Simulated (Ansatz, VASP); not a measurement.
## Sn3Se in VASP and in Ansatz

```
Sn Se
1.0
     4.77328    0.00000    0.00000
     0.00000    4.77328    0.00000
     0.00000    0.00000    4.77328
Sn Se
3 1
Direct
  0.50000 0.50000 0.00000
  0.50000 0.00000 0.50000
  0.00000 0.50000 0.50000
  0.00000 0.00000 0.00000
```

Change from the starting cell: volume scaled by 1.02.

Alike in both runs: task single point; functional PBEsol; k mesh 6 × 6 × 6; occupations fermi-dirac, width 0.05 eV; no spin polarisation.

|  | VASP | Ansatz |
| --- | --- | --- |
| version | VASP 6.6.1 | Ansatz 0.2.0 |
| potentials or method | VASP PAW PBE potentials, release 64 (Sn_d, Se), cutoff 520 eV | all-electron LAPW, scalar-relativistic |

```csv
,VASP,Ansatz,Ansatz less VASP
gap on the k mesh at the Fermi level (eV),none,none,-
pressure (GPa),-3.5,-3.5,+0.02
```

VASP's potentials were made for PBE, not for PBEsol. A gap of «none» marks a metal or a gap that the smearing closes. Ansatz ran all-electron here, and VASP with PAW potentials.
